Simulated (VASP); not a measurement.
# Al3Cu (P4/mmm) in VASP: single point with LDA

Aim: the single point of Al3Cu with LDA.

All numbers are computed with VASP 6.6.1; they aren't measurements. Logs are shortened: lines on timing, memory, paths and dates and some standing lists are left out, and cuts for length are marked.

### 1 The cell of the first run

The structure is tetragonal, space group P4/mmm (No. 123). Conventional cell: a = 2.778 Å, b = 2.778 Å, c = 7.513 Å, α = 90.00°, β = 90.00°, γ = 90.00°. Al (site symmetry 4/mmm) has 12 Al at 2.78 to 2.85 Å within 3.7 Å. Al (site symmetry 4mm) has 4 Cu at 2.60 Å and 9 Al at 2.78 to 3.40 Å within 3.4 Å. Cu (site symmetry 4/mmm) has 8 Al at 2.60 Å and 4 Cu at 2.78 Å within 3.4 Å.

### 2 Single point, LDA

The input, INCAR:

```
SYSTEM = Al3Cu
ALGO = Normal ; EDIFF = 1E-7
ENCUT = 520 ; GGA = CA
ISIF = 2 ; ISMEAR = 1
LASPH = .TRUE. ; LCHARG = .FALSE.
LREAL = .FALSE. ; LWAVE = .FALSE.
NBANDS = 18 ; NELM = 100
PREC = Accurate ; SIGMA = 0.1
```

The input, KPOINTS:

```
k-points
0
G
  8 8 3
  0 0 0
```

The input, POSCAR:

```
Al3Cu
1.0
    2.7784050000      0.0000000000      0.0000000000
    0.0000000000      2.7784050000      0.0000000000
    0.0000000000      0.0000000000      7.5134030000
Al Cu
3 1
Direct
    0.0000000000      0.0000000000      0.5000000000
    0.5000000000      0.5000000000      0.2261160000
    0.5000000000      0.5000000000      0.7738840000
    0.0000000000      0.0000000000      0.0000000000
```

Potentials or basis: VASP PAW LDA potentials, release 64 (Al, Cu).

Started as:

```
$ cat potpaw_LDA.64/Al/POTCAR potpaw_LDA.64/Cu/POTCAR > POTCAR
$ mpirun -np 1 vasp_std > vasp.out
```

OUTCAR:

```text
SYSTEM = Al3Cu
   EDIFF = 1E-7
   ENCUT = 520
   GGA = CA
   ISIF = 2
   ISMEAR = 1
   LASPH = .TRUE.
   LREAL = .FALSE.
   NELM = 100
   PREC = Accurate

 ion  position               nearest neighbor table
   1  0.000  0.000  0.500-   2 2.85   3 2.85   2 2.85   3 2.85   2 2.85   3 2.85   2 2.85   3 2.85

   2  0.500  0.500  0.226-   4 2.60   4 2.60   4 2.60   4 2.60   1 2.85   1 2.85   1 2.85   1 2.85

   3  0.500  0.500  0.774-   4 2.60   4 2.60   4 2.60   4 2.60   1 2.85   1 2.85   1 2.85   1 2.85

   4  0.000  0.000  0.000-   2 2.60   3 2.60   2 2.60   3 2.60   2 2.60   3 2.60   2 2.60   3 2.60

  LATTYP: Found a simple tetragonal cell.
 ALAT       =     2.7784050000
 C/A-ratio  =     2.7042144684

  Lattice vectors:

 A1 = (   2.7784050000,   0.0000000000,   0.0000000000)
 A2 = (   0.0000000000,   2.7784050000,   0.0000000000)
 A3 = (   0.0000000000,   0.0000000000,   7.5134030000)

Analysis of symmetry for initial positions (statically):
=====================================================================
 Subroutine PRICEL returns:
 Original cell was already a primitive cell.

 Routine SETGRP: Setting up the symmetry group for a
 simple tetragonal supercell.

 Subroutine GETGRP returns: Found 16 space group operations
 (whereof 16 operations were pure point group operations)
 out of a pool of 16 trial point group operations.

The static configuration has the point symmetry D_4h.

Analysis of symmetry for dynamics (positions and initial velocities):
=====================================================================
 Subroutine PRICEL returns:
 Original cell was already a primitive cell.

 Routine SETGRP: Setting up the symmetry group for a
 simple tetragonal supercell.

 Subroutine GETGRP returns: Found 16 space group operations
 (whereof 16 operations were pure point group operations)
 out of a pool of 16 trial point group operations.

The dynamic configuration has the point symmetry D_4h.

 Subroutine INISYM returns: Found 16 space group operations
 (whereof 16 operations are pure point group operations),
 and found     1 'primitive' translations

----------------------------------------------------------------------------------------

                                     Primitive cell

  volume of cell :      58.0000

  direct lattice vectors                    reciprocal lattice vectors
     2.778405000  0.000000000  0.000000000     0.359918730  0.000000000  0.000000000
     0.000000000  2.778405000  0.000000000     0.000000000  0.359918730  0.000000000
     0.000000000  0.000000000  7.513403000     0.000000000  0.000000000  0.133095483

  length of vectors
     2.778405000  2.778405000  7.513403000     0.359918730  0.359918730  0.133095483

  position of ions in fractional coordinates (direct lattice)
     0.000000000  0.000000000  0.500000000
     0.500000000  0.500000000  0.226116000
     0.500000000  0.500000000  0.773884000
     0.000000000  0.000000000  0.000000000

  ion indices of the primitive-cell ions
   primitive index   ion index
                 1           1
                 2           2
                 3           3
                 4           4

----------------------------------------------------------------------------------------

 KPOINTS: k-points

Automatic generation of k-mesh.
 Grid dimensions read from file:
 generate k-points for:    8    8    3

 Generating k-lattice:

  Cartesian coordinates                     Fractional coordinates (reciprocal lattice)
     0.044989841  0.000000000  0.000000000     0.125000000  0.000000000  0.000000000
     0.000000000  0.044989841  0.000000000     0.000000000  0.125000000  0.000000000
     0.000000000  0.000000000  0.044365161     0.000000000  0.000000000  0.333333333

  Length of vectors
     0.044989841  0.044989841  0.044365161

  Shift w.r.t. Gamma in fractional coordinates (k-lattice)
     0.000000000  0.000000000  0.000000000

 Subroutine IBZKPT returns following result:
 ===========================================

 Found     30 irreducible k-points:

 Following reciprocal coordinates:
            Coordinates               Weight
  0.000000  0.000000  0.000000      1.000000
  0.125000  0.000000  0.000000      4.000000
  0.250000  0.000000  0.000000      4.000000
  0.375000  0.000000  0.000000      4.000000
  0.500000  0.000000  0.000000      2.000000
  0.125000  0.125000  0.000000      4.000000
[... 16 lines left out ...]
  0.375000  0.125000  0.333333     16.000000
  0.500000  0.125000  0.333333      8.000000
 [... further k-points ...]
   k-points           NKPTS =     30   k-points in BZ     NKDIM =     30   number of bands    NBANDS=     18
   number of dos      NEDOS =    301   number of ions     NIONS =      4
   total plane-waves  NPLWV =  32256
   dimension x,y,z NGX =    24 NGY =   24 NGZ =   56
   dimension x,y,z NGXF=    48 NGYF=   48 NGZF=  112
   ions per type =               3   1
   NGX,Y,Z   is equivalent  to a cutoff of  14.36, 14.36, 12.39 a.u.
   NGXF,Y,Z  is equivalent  to a cutoff of  28.72, 28.72, 24.78 a.u.
 SYSTEM =  Al3Cu
   PREC   = accura    normal or accurate (medium, high low for compatibility)
   ISTART =      0    job   : 0-new  1-cont  2-samecut
   ICHARG =      2    charge: 1-file 2-atom 10-const
   ISPIN  =      1    spin polarized calculation?
   LNONCOLLINEAR =      F non collinear calculations
   LSORBIT =      F    spin-orbit coupling
   LASPH  =      T    aspherical Exc in radial PAW
   ENCUT  =  520.0 eV  38.22 Ry    6.18 a.u.   5.17  5.17 13.97*2*pi/ulx,y,z
   NELM   =    100;   NELMIN=  2; NELMDL= -5     # of ELM steps
   EDIFF  = 0.1E-06   stopping-criterion for ELM
   LREAL  =      F    real-space projection
   EDIFFG = 0.1E-05   stopping-criterion for IOM
   NSW    =      0    number of steps for IOM
   IBRION =     -1    ionic relax: 0-MD 1-quasi-New 2-CG
   NFREE  =      0    steps in history (QN), initial steepest desc. (CG)
   ISIF   =      2    stress and relaxation
   ISYM   =      2    0-nonsym 1-usesym 2-fastsym
   POTIM  = 0.5000    time-step for ionic-motion
   TEBEG  =    0.0;   TEEND  =   0.0 temperature during run
   PSTRESS=    0.0 pullay stress
   NELECT =      20.0000    total number of electrons
   NUPDOWN=      -1.0000    fix difference up-down
   EMIN   =  10.00;   EMAX   =-10.00  energy-range for DOS
   EFERMI =   0.00;   METHOD = LEGACY
   ISMEAR =     1;   SIGMA  =   0.10  broadening in eV -4-tet -1-fermi 0-gaus
   EFERMI_NEDOS =   21; number of points for ismear=-14 and -15
   IALGO  =     38    algorithm
   IMIX   =      4    mixing-type and parameters
     AMIX     =   0.40;   BMIX     =  1.00
     AMIX_MAG =   1.60;   BMIX_MAG =  1.00
  volume/ion in A,a.u.               =      14.50        97.85
  Fermi-wavevector in a.u.,A,eV,Ry     =   1.148001  2.169407 17.931201  1.317906
  Thomas-Fermi vector in A             =   2.284678
   LORBIT       =      0    0 simple, 1 ext, 2 COOP (PROOUT), +10 PAW based schemes
   GGA     = CA    functional components
   LHFCALC =     F    Hartree Fock is set to
   AEXX    =    0.0000 exact exchange contribution
   IVDW    =     0    specifies the selected vdW correction
   LEPSILON=     F    determine dielectric tensor
   LRPA    =     F    only Hartree local field effects (RPA)
 non-spin polarized calculation
 Methfessel and Paxton  Order N= 1 SIGMA  =   0.10
  energy-cutoff  :      520.00
  volume of cell :       58.00
 maximum number of plane-waves:      1580
 NGX is ok and might be reduce to    24
   NGX = 11   NGY = 11   NGZ = 27

 number of electron      20.0000014 magnetization

 Free energy of the ion-electron system (eV)
  ---------------------------------------------------
  ext. energy  EPLUGINS =         0.00000000
  ---------------------------------------------------
  free energy    TOTEN  =       -17.60854998 eV

  energy without entropy =      -17.60556859  energy(sigma->0) =      -17.60755618

 E-fermi :   8.3654     XC(G=0): -11.1092

 val. band max:        8.3638231418   @ k =   0.2500   0.1250   0.3333
 cond. band min:       8.3939751792   @ k =   0.2500   0.1250   0.0000
 fundamental gap:      0.0301520375
 Fermi energy:         8.3654155766

 k-point     1 :       0.0000    0.0000    0.0000
  band No.  band energies     occupation
      1      -2.8730      2.00000
      2      -0.4338      2.00000
      3      -0.0705      2.00000
      4       3.8823      2.00000
      5       3.9639      2.00000
      6       4.7403      2.00000
[... 10 lines left out ...]
     17      17.5288      0.00000
     18      17.5288      0.00000

 k-point     2 :       0.1250    0.0000    0.0000
  band No.  band energies     occupation
      1      -2.5718      2.00000
      2      -0.1623      2.00000
      3       0.2318      2.00000
      4       3.9334      2.00000
      5       4.0459      2.00000
      6       4.5732      2.00000
[... 10 lines left out ...]
     17      17.8591      0.00000
     18      18.3080      0.00000

 k-point     3 :       0.2500    0.0000    0.0000
  band No.  band energies     occupation
      1      -1.6760      2.00000
      2       0.6303      2.00000
      3       1.1221      2.00000
      4       4.0295      2.00000
      5       4.2214      2.00000
      6       4.2820      2.00000
[... 10 lines left out ...]
     17      18.1319      0.00000
     18      18.2083      0.00000

 k-point     4 :       0.3750    0.0000    0.0000
  band No.  band energies     occupation
      1      -0.2125      2.00000
      2       1.8236      2.00000
      3       2.5137      2.00000
      4       3.7263      2.00000
      5       4.0738      2.00000
      6       4.2540      2.00000
[... 10 lines left out ...]
     17      19.1234      0.00000
     18      19.3975      0.00000

 k-point     5 :       0.5000    0.0000    0.0000
  band No.  band energies     occupation
      1       1.6540      2.00000
      2       1.8425      2.00000
      3       2.6794      2.00000
      4       3.7432      2.00000
      5       4.0322      2.00000
      6       4.3960      2.00000
[... 10 lines left out ...]
     17      19.1912      0.00000
     18      20.4279      0.00000

 k-point     6 :       0.1250    0.1250    0.0000
  band No.  band energies     occupation
      1      -2.2719      2.00000
      2       0.1065      2.00000
      3       0.5318      2.00000
      4       4.0021      2.00000
      5       4.1126      2.00000
      6       4.5978      2.00000
[... 10 lines left out ...]
     17      19.6011      0.00000
     18      19.6795      0.00000

 k-point     7 :       0.2500    0.1250    0.0000
  band No.  band energies     occupation
      1      -1.3803      2.00000
      2       0.8884      2.00000
      3       1.4118      2.00000
      4       4.1289      2.00000
      5       4.2616      2.00000
      6       4.3210      2.00000
[... 10 lines left out ...]
     17      17.4358      0.00000
     18      18.7091      0.00000

 k-point     8 :       0.3750    0.1250    0.0000
  band No.  band energies     occupation
      1       0.0746      2.00000
      2       2.0464      2.00000
      3       2.7695      2.00000
      4       3.8224      2.00000
      5       4.1063      2.00000
      6       4.3422      2.00000
[... 10 lines left out ...]
     17      16.2639      0.00000
     18      17.5983      0.00000
[... 229 lines left out ...]
     17      18.2957      0.00000
     18      18.5573      0.00000

 k-point    20 :       0.5000    0.0000    0.3333
  band No.  band energies     occupation
      1       1.9328      2.00000
      2       1.9385      2.00000
      3       2.6231      2.00000
      4       2.7625      2.00000
      5       3.9663      2.00000
      6       4.1085      2.00000
[... 10 lines left out ...]
     17      19.2516      0.00000
     18      19.2871      0.00000

 k-point    21 :       0.1250    0.1250    0.3333
  band No.  band energies     occupation
      1      -1.9895      2.00000
      2      -1.0955      2.00000
      3       2.1712      2.00000
      4       3.7587      2.00000
      5       4.0024      2.00000
      6       4.6062      2.00000
[... 10 lines left out ...]
     17      16.9851      0.00000
     18      18.1438      0.00000

 k-point    22 :       0.2500    0.1250    0.3333
  band No.  band energies     occupation
      1      -1.1056      2.00000
      2      -0.2253      2.00000
      3       2.8394      2.00000
      4       3.9186      2.00000
      5       4.1427      2.00000
      6       4.5079      2.00000
[... 10 lines left out ...]
     17      16.9604      0.00000
     18      17.4078      0.00000

 k-point    23 :       0.3750    0.1250    0.3333
  band No.  band energies     occupation
      1       0.3335      2.00000
      2       1.1630      2.00000
      3       3.3897      2.00000
      4       3.9147      2.00000
      5       4.0709      2.00000
      6       4.4832      2.00000
[... 10 lines left out ...]
     17      17.8176      0.00000
     18      18.1983      0.00000

 k-point    24 :       0.5000    0.1250    0.3333
  band No.  band energies     occupation
      1       2.1741      2.00000
      2       2.2159      2.00000
      3       2.7616      2.00000
      4       3.0177      2.00000
      5       4.0282      2.00000
      6       4.2239      2.00000
[... 10 lines left out ...]
     17      16.5159      0.00000
     18      17.3920      0.00000

 [... further k-points ...]
[... 5 lines left out ...]
  --------------------------------------------------------------------------------------
  -------------------------------------------------------------------------------------
  Total       -0.3705980     -0.3705980     -1.1080779      0.0000000      0.0000000      0.0000000
  in kB      -10.2373106    -10.2373106    -30.6092779      0.0000000      0.0000000      0.0000000
  external PRESSURE =     -17.0279663 kB  Pullay stress =       0.0000000 kB

 VOLUME and BASIS-vectors are now :
 -----------------------------------------------------------------------------
  energy-cutoff  :      520.00
  volume of cell :       58.00
      direct lattice vectors                 reciprocal lattice vectors
     2.778405000  0.000000000  0.000000000     0.359918730  0.000000000  0.000000000
     0.000000000  2.778405000  0.000000000     0.000000000  0.359918730  0.000000000
     0.000000000  0.000000000  7.513403000     0.000000000  0.000000000  0.133095483

 POSITION                                       TOTAL-FORCE (eV/Angst)
 -----------------------------------------------------------------------------------
      0.00000      0.00000      3.75670         0.000000      0.000000     -0.000000
      1.38920      1.38920      1.69890         0.000000     -0.000000     -0.301147
      1.38920      1.38920      5.81450        -0.000000     -0.000000      0.301147
      0.00000      0.00000      0.00000         0.000000      0.000000     -0.000000
 -----------------------------------------------------------------------------------
    total drift:                                0.000000      0.000000     -0.000000

  FREE ENERGIE OF THE ION-ELECTRON SYSTEM (eV)
  ---------------------------------------------------
  free  energy   TOTEN  =       -17.6085499789 eV

  energy  without entropy=      -17.6055685875  energy(sigma->0) =      -17.60755618
```

Run time: 23 s. Hardware: 1 thread of Intel Xeon Platinum 8488C (Sapphire Rapids), shared host; peak memory 0.15 GiB.

What came out:

| Quantity | Value |
| --- | --- |
| Free energy | -17.6085 eV |
| Pressure | -1.7 GPa |
| Largest force | 0.301 eV/Å |
| Band gap on the k mesh | zero (band 10 reaches 11.48 eV, above the bottom of band 11 at 6.54 eV) |

Forces in eV/Å, atoms in the order of the input:
```
Al   0.000  0.000  0.000
Al   0.000  0.000 -0.301
Al   0.000  0.000  0.301
Cu   0.000  0.000  0.000
```
